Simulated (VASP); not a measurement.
Input of a VASP 6.6.1 run:

File INCAR:

```
PREC = Accurate ; ENCUT = 520
EDIFF = 1E-6 ; ISMEAR = -1
SIGMA = 0.05 ; LREAL = False
LASPH = True ; NELM = 60
ALGO = Normal ; ISIF = 2
LWAVE = False ; LCHARG = False
GGA = PE ; NBANDS = 10
```

Contents of KPOINTS:

```
regular mesh
0
Gamma
  17 17 17
```

The input POSCAR:

```
Re
1.0
    0.0000000000      1.8171419606      1.8171419606
    1.8171419606      0.0000000000      1.8171419606
    1.8171419606      1.8171419606      0.0000000000
Re
1
Direct
    0.0000000000      0.0000000000      0.0000000000
```

Potentials or basis: VASP PAW PBE potentials, release 64 (Re).

Command:

```console
$ cat potpaw_PBE.64/Re/POTCAR > POTCAR
$ mpirun -np 1 vasp_std > vasp.out
```

(1) What does it give for the pressure?

## Answers

(1) 134.3 GPa.
